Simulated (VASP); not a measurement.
Write the native input for VASP 6.6.1 that does the following.

```yaml
Task: single point
Functional: r2SCAN
Potentials_or_basis: VASP PAW PBE potentials, release 64 (Rh_pv)
Cutoff: 520 eV
k_mesh: 18 × 18 × 18
Occupations: gaussian, width 0.1 eV
Spin: no spin polarisation
Dipole_correction: no
Further_INCAR_settings: ALGO = Normal; EDIFF = 1e-06; NBANDS = 14
```

The system is Rh.

```
CELL_PARAMETERS angstrom
0.00000 1.89997 1.89997
1.89997 0.00000 1.89997
1.89997 1.89997 0.00000
ATOMIC_POSITIONS crystal
Rh 0.00000 0.00000 0.00000
```

One way to write it, as run:

POSCAR

```
Rh
1.0
    0.0000000000      1.8999717038      1.8999717038
    1.8999717038      0.0000000000      1.8999717038
    1.8999717038      1.8999717038      0.0000000000
Rh
1
Direct
    0.0000000000      0.0000000000      0.0000000000
```

INCAR.step1

```
ALGO = Normal
EDIFF = 1E-4
ENCUT = 520
GGA = PE
ISMEAR = 0
LASPH = T
LCHARG = F
LREAL = F
LWAVE = T
NBANDS = 14
NELM = 80
PREC = Accurate
SIGMA = 0.1
```

INCAR.step2

```
ALGO = Normal
EDIFF = 1E-6
ENCUT = 520
ISIF = 2
ISMEAR = 0
ISTART = 1
LASPH = T
LCHARG = T
LELF = T
LMIXTAU = T
LREAL = F
LVHAR = T
LWAVE = F
METAGGA = R2SCAN
NBANDS = 14
NELM = 80
PREC = Accurate
SIGMA = 0.1
```

KPOINTS

```
k-points
0
Gamma
  18 18 18
```

Potentials or basis: VASP PAW PBE potentials, release 64 (Rh_pv).

Command:

```sh
$ cat potpaw_PBE.64/Rh_pv/POTCAR > POTCAR
$ cp INCAR.step1 INCAR
$ mpirun -np 1 vasp_std > vasp.out
$ cp INCAR.step2 INCAR
$ mpirun -np 1 vasp_std > vasp.out
```

It gave:

The pressure is 1.2 GPa.

Caveat: the PAW data sets were made with another functional, which shifts forces and pressure a little.

It took 62 s on 1 thread of Intel(R) Xeon(R) Platinum 8488C (Sapphire Rapids), on a shared host, peak memory 0.15 GiB.
